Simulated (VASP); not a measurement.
# NaP2 (P4_2/nmc) in VASP: relaxation of cell and atoms with PBE

Aim: the relaxation of cell and atoms of NaP2 with PBE.

Everything below comes from runs of VASP 6.6.1. Logs are shortened: lines on timing, memory, paths and dates and some standing lists are left out, and cuts for length are marked.

## (1) The cell of the first run

Symmetry: P4_2/nmc, No. 137, tetragonal system. Conventional cell: a = 4.342 Å, b = 4.342 Å, c = 6.251 Å, α = 90.00°, β = 90.00°, γ = 90.00°. Na (site symmetry -4m2) has 8 P at 2.51 to 2.86 Å within 3.3 Å. P (site symmetry 2mm) has 4 Na at 2.51 to 2.86 Å and 6 P at 3.13 Å within 3.3 Å.

## (2) Relaxation of cell and atoms, PBE

Contents of INCAR:

```
SYSTEM = NaP2
ALGO = Normal
EDIFF = 1E-6
EDIFFG = -0.04
ENCUT = 600
GGA = PE
IBRION = 2
ISIF = 3
ISMEAR = 0
LASPH = .True.
LCHARG = .False.
LREAL = .False.
LWAVE = .False.
NELM = 60
NSW = 90
PREC = Accurate
SIGMA = 0.1
```

Contents of KPOINTS:

```
k-points
0
Gamma
  4 4 4
  0 0 0
```

Contents of POSCAR:

```
NaP2
1.0
    4.3423640792      0.0000000000      0.0000000000
    0.0000000000      4.3423640792      0.0000000000
    0.0000000000      0.0000000000      6.2513330659
Na P
2 4
Direct
    0.0000000000      0.0000000000      0.0000000000
    0.5000000000      0.5000000000      0.5000000000
    0.0000000000      0.5000000000      0.2030000000
    0.0000000000      0.5000000000      0.7030000000
    0.5000000000      0.0000000000      0.2970000000
    0.5000000000      0.0000000000      0.7970000000
```

Potentials or basis: VASP PAW PBE potentials, release 64 (Na_pv, P).

The run is started by

```sh
cat potpaw_PBE.64/Na_pv/POTCAR potpaw_PBE.64/P/POTCAR > POTCAR
mpirun -np 1 vasp_std > vasp.out
```

OUTCAR:

```text
SYSTEM = NaP2
   EDIFF = 1E-6
   EDIFFG = -0.04
   ENCUT = 600
   GGA = PE
   IBRION = 2
   ISIF = 3
   ISMEAR = 0
   LASPH = .True.
   LREAL = .False.
   NELM = 60
   NSW = 90
   PREC = Accurate

 ion  position               nearest neighbor table
   1  0.000  0.000  0.000-   3 2.51   6 2.51   3 2.51   6 2.51   5 2.86   4 2.86   5 2.86   4 2.86

   2  0.500  0.500  0.500-   4 2.51   5 2.51   5 2.51   4 2.51   3 2.86   6 2.86   3 2.86   6 2.86

   3  0.000  0.500  0.203-   1 2.51   1 2.51   2 2.86   2 2.86
   4  0.000  0.500  0.703-   2 2.51   2 2.51   1 2.86   1 2.86
   5  0.500  0.000  0.297-   2 2.51   2 2.51   1 2.86   1 2.86
   6  0.500  0.000  0.797-   1 2.51   1 2.51   2 2.86   2 2.86

  LATTYP: Found a simple tetragonal cell.
 ALAT       =     4.3423640792
 C/A-ratio  =     1.4396151386

  Lattice vectors:

 A1 = (   4.3423640792,   0.0000000000,   0.0000000000)
 A2 = (   0.0000000000,   4.3423640792,   0.0000000000)
 A3 = (   0.0000000000,   0.0000000000,   6.2513330659)

Analysis of symmetry for initial positions (statically):
=====================================================================
 Subroutine PRICEL returns:
 Original cell was already a primitive cell.

 Routine SETGRP: Setting up the symmetry group for a
 simple tetragonal supercell.

 Subroutine GETGRP returns: Found 16 space group operations
 (whereof  8 operations were pure point group operations)
 out of a pool of 16 trial point group operations.

The static configuration has the point symmetry D_2d.
 The point group associated with its full space group is D_4h.

Analysis of symmetry for dynamics (positions and initial velocities):
=====================================================================
 Subroutine PRICEL returns:
 Original cell was already a primitive cell.

 Routine SETGRP: Setting up the symmetry group for a
 simple tetragonal supercell.

 Subroutine GETGRP returns: Found 16 space group operations
 (whereof  8 operations were pure point group operations)
 out of a pool of 16 trial point group operations.

The dynamic configuration has the point symmetry D_2d.
 The point group associated with its full space group is D_4h.

 Subroutine INISYM returns: Found 16 space group operations
 (whereof  8 operations are pure point group operations),
 and found     1 'primitive' translations

----------------------------------------------------------------------------------------

                                     Primitive cell

  volume of cell :     117.8759

  direct lattice vectors                    reciprocal lattice vectors
     4.342364079  0.000000000  0.000000000     0.230289304  0.000000000  0.000000000
     0.000000000  4.342364079  0.000000000     0.000000000  0.230289304  0.000000000
     0.000000000  0.000000000  6.251333066     0.000000000  0.000000000  0.159965881

  length of vectors
     4.342364079  4.342364079  6.251333066     0.230289304  0.230289304  0.159965881

  position of ions in fractional coordinates (direct lattice)
     0.000000000  0.000000000  0.000000000
     0.500000000  0.500000000  0.500000000
     0.000000000  0.500000000  0.203000000
     0.000000000  0.500000000  0.703000000
     0.500000000  0.000000000  0.297000000
     0.500000000  0.000000000  0.797000000

  ion indices of the primitive-cell ions
   primitive index   ion index
                 1           1
                 2           2
                 3           3
                 4           4
                 5           5
                 6           6

----------------------------------------------------------------------------------------

 KPOINTS: k-points

Automatic generation of k-mesh.
 Grid dimensions read from file:
 generate k-points for:    4    4    4

 Generating k-lattice:

  Cartesian coordinates                     Fractional coordinates (reciprocal lattice)
     0.057572326  0.000000000  0.000000000     0.250000000  0.000000000  0.000000000
     0.000000000  0.057572326  0.000000000     0.000000000  0.250000000  0.000000000
     0.000000000  0.000000000  0.039991470     0.000000000  0.000000000  0.250000000

  Length of vectors
     0.057572326  0.057572326  0.039991470

  Shift w.r.t. Gamma in fractional coordinates (k-lattice)
     0.000000000  0.000000000  0.000000000

 Subroutine IBZKPT returns following result:
 ===========================================

 Found     18 irreducible k-points:

 Following reciprocal coordinates:
            Coordinates               Weight
  0.000000  0.000000  0.000000      1.000000
  0.250000  0.000000  0.000000      4.000000
  0.500000  0.000000  0.000000      2.000000
  0.250000  0.250000  0.000000      4.000000
  0.500000  0.250000  0.000000      4.000000
  0.500000  0.500000  0.000000      1.000000
[... 10 lines left out ...]
  0.500000  0.250000  0.500000      4.000000
  0.500000  0.500000  0.500000      1.000000
   k-points           NKPTS =     18   k-points in BZ     NKDIM =     18   number of bands    NBANDS=     21
   number of dos      NEDOS =    301   number of ions     NIONS =      6
   total plane-waves  NPLWV =  64800
   dimension x,y,z NGX =    36 NGY =   36 NGZ =   50
   dimension x,y,z NGXF=    72 NGYF=   72 NGZF=  100
   ions per type =               2   4
   NGX,Y,Z   is equivalent  to a cutoff of  13.78, 13.78, 13.30 a.u.
   NGXF,Y,Z  is equivalent  to a cutoff of  27.56, 27.56, 26.59 a.u.
 SYSTEM =  NaP2
   PREC   = accura    normal or accurate (medium, high low for compatibility)
   ISTART =      0    job   : 0-new  1-cont  2-samecut
   ICHARG =      2    charge: 1-file 2-atom 10-const
   ISPIN  =      1    spin polarized calculation?
   LNONCOLLINEAR =      F non collinear calculations
   LSORBIT =      F    spin-orbit coupling
   LASPH  =      T    aspherical Exc in radial PAW
   ENCUT  =  600.0 eV  44.10 Ry    6.64 a.u.   8.67  8.67 12.49*2*pi/ulx,y,z
   NELM   =     60;   NELMIN=  2; NELMDL= -5     # of ELM steps
   EDIFF  = 0.1E-05   stopping-criterion for ELM
   LREAL  =      F    real-space projection
   EDIFFG = -.4E-01   stopping-criterion for IOM
   NSW    =     90    number of steps for IOM
   IBRION =      2    ionic relax: 0-MD 1-quasi-New 2-CG
   NFREE  =      1    steps in history (QN), initial steepest desc. (CG)
   ISIF   =      3    stress and relaxation
   ISYM   =      2    0-nonsym 1-usesym 2-fastsym
   POTIM  = 0.5000    time-step for ionic-motion
   TEBEG  =    0.0;   TEEND  =   0.0 temperature during run
   PSTRESS=    0.0 pullay stress
   NELECT =      34.0000    total number of electrons
   NUPDOWN=      -1.0000    fix difference up-down
   EMIN   =  10.00;   EMAX   =-10.00  energy-range for DOS
   EFERMI =   0.00;   METHOD = LEGACY
   ISMEAR =     0;   SIGMA  =   0.10  broadening in eV -4-tet -1-fermi 0-gaus
   EFERMI_NEDOS =   21; number of points for ismear=-14 and -15
   IALGO  =     38    algorithm
   IMIX   =      4    mixing-type and parameters
     AMIX     =   0.40;   BMIX     =  1.00
     AMIX_MAG =   1.60;   BMIX_MAG =  1.00
  volume/ion in A,a.u.               =      19.65       132.58
  Fermi-wavevector in a.u.,A,eV,Ry     =   1.081665  2.044050 15.918804  1.169999
  Thomas-Fermi vector in A             =   2.217687
   LORBIT       =      0    0 simple, 1 ext, 2 COOP (PROOUT), +10 PAW based schemes
   GGA     = PE    functional components
   LHFCALC =     F    Hartree Fock is set to
   AEXX    =    0.0000 exact exchange contribution
   IVDW    =     0    specifies the selected vdW correction
   LEPSILON=     F    determine dielectric tensor
   LRPA    =     F    only Hartree local field effects (RPA)
 conjugate gradient relaxation of ions
 non-spin polarized calculation
 Gauss-broadening in eV      SIGMA  =   0.10
  energy-cutoff  :      600.00
  volume of cell :      117.88
 maximum number of plane-waves:      3960
 NGX is ok and might be reduce to    36
   NGX = 17   NGY = 17   NGZ = 25

--------------------------------------- Ionic step        1  -------------------------------------------

 number of electron      34.0000014 magnetization

 Free energy of the ion-electron system (eV)
  ---------------------------------------------------
  ext. energy  EPLUGINS =         0.00000000
  ---------------------------------------------------
  free energy    TOTEN  =       -19.23430852 eV

  energy without entropy =      -19.22644457  energy(sigma->0) =      -19.23037654

------------------------ aborting loop because EDIFF is reached ----------------------------------------

  FORCE on cell =-STRESS in cart. coord.  units (eV):
  Direction    XX          YY          ZZ          XY          YZ          ZX
  --------------------------------------------------------------------------------------
  -------------------------------------------------------------------------------------
  Total        1.9462276      1.9462276     -0.3473525      0.0000000      0.0000000      0.0000000
  in kB       26.4532535     26.4532535     -4.7212379      0.0000000      0.0000000      0.0000000
  external PRESSURE =      16.0617564 kB  Pullay stress =       0.0000000 kB
[... 105 lines left out ...]
  energy  without entropy=      -20.0758980571  energy(sigma->0) =      -20.08190455

--------------------------------------- Ionic step        4  -------------------------------------------

 number of electron      33.9999967 magnetization

 E-fermi :   3.0950     XC(G=0):  -9.0844

 val. band max:        2.9624177566   @ k =   0.5000   0.0000   0.0000
 cond. band min:       3.1158286888   @ k =   0.2500   0.2500   0.5000
 fundamental gap:      0.1534109322
 Fermi energy:         3.0950430222

 k-point     1 :       0.0000    0.0000    0.0000
  band No.  band energies     occupation
      1     -19.7208      2.00000
      2     -19.7198      2.00000
      3     -19.7198      2.00000
      4     -19.7147      2.00000
      5     -19.7147      2.00000
      6     -19.7056      2.00000
[... 618 lines left out ...]
  energy  without entropy=      -20.2393867415  energy(sigma->0) =      -20.24500222

--------------------------------------- Ionic step        9  -------------------------------------------

 number of electron      34.0000030 magnetization

 Free energy of the ion-electron system (eV)
  ---------------------------------------------------
  ext. energy  EPLUGINS =         0.00000000
  ---------------------------------------------------
  free energy    TOTEN  =       -20.25447222 eV

  energy without entropy =      -20.24257183  energy(sigma->0) =      -20.24852203

 E-fermi :   3.9712     XC(G=0):  -9.4561

 val. band max:        3.7370123014   @ k =   0.5000   0.0000   0.2500
 cond. band min:       4.0101345417   @ k =   0.2500   0.2500   0.5000
 fundamental gap:      0.2731222404
 Fermi energy:         3.9712090086

 k-point     1 :       0.0000    0.0000    0.0000
  band No.  band energies     occupation
      1     -19.0087      2.00000
      2     -18.9988      2.00000
      3     -18.9988      2.00000
      4     -18.9914      2.00000
      5     -18.9914      2.00000
      6     -18.9849      2.00000
[... 454 lines left out ...]
  FREE ENERGIE OF THE ION-ELECTRON SYSTEM (eV)
  ---------------------------------------------------
  free  energy   TOTEN  =       -20.2544722207 eV

  energy  without entropy=      -20.2425718346  energy(sigma->0) =      -20.24852203

 reached required accuracy - stopping structural energy minimisation
```

Run time: 2.6 min. Hardware: 1 thread of Intel Xeon 6975P-C (Granite Rapids), shared host; peak memory 0.26 GiB.

Results:

| Quantity | Value |
| --- | --- |
| Free energy | -20.2545 eV |
| Relaxed volume | 19.48 Å³/atom |
| Relaxed cell | a = 4.375 Å, b = 4.375 Å, c = 6.108 Å, α = 90.00°, β = 90.00°, γ = 90.00° |
| Space group after relaxing (to 0.1 Å) | I4/mmm (No. 139) |
| Energy gained by relaxing | 170.0 meV/atom |
| Ionic steps | 9 |
| Pressure after relaxing | 0.2 GPa |

Step by step:
```csv
step,energy change (eV),largest force (eV/Å),pressure (GPa),volume (Å³)
1,0.0000,1.7153,1.61,117.88
2,-0.4982,1.1658,-0.63,121.25
3,-0.8536,0.4288,-2.97,126.60
4,-0.8698,0.2565,-3.37,127.90
5,-1.0133,0.0030,-0.26,118.10
6,-1.0135,0.0163,-0.12,117.68
7,-1.0134,0.0229,-0.02,117.49
8,-1.0163,0.0166,0.03,117.34
9,-1.0202,0.0018,0.18,116.89
```

Final structure:
```cif
data_structure
_symmetry_space_group_name_H-M 'P 1'
_symmetry_Int_Tables_number 1
_cell_length_a 4.3747
_cell_length_b 4.3747
_cell_length_c 6.1079
_cell_angle_alpha 90.000
_cell_angle_beta 90.000
_cell_angle_gamma 90.000
_cell_volume 116.89
loop_
_atom_site_label
_atom_site_type_symbol
_atom_site_fract_x
_atom_site_fract_y
_atom_site_fract_z
_atom_site_occupancy
Na1 Na 0.00000 0.00000 0.00000 1
Na2 Na 0.50000 0.50000 0.50000 1
P1 P 0.00000 0.50000 0.24995 1
P2 P 0.00000 0.50000 0.74995 1
P3 P 0.50000 0.00000 0.25005 1
P4 P 0.50000 0.00000 0.75005 1
```

Caveat: the k points lie up to 0.36 Å⁻¹ apart in the final cell; the highest band is partly filled, so the run has too few bands.
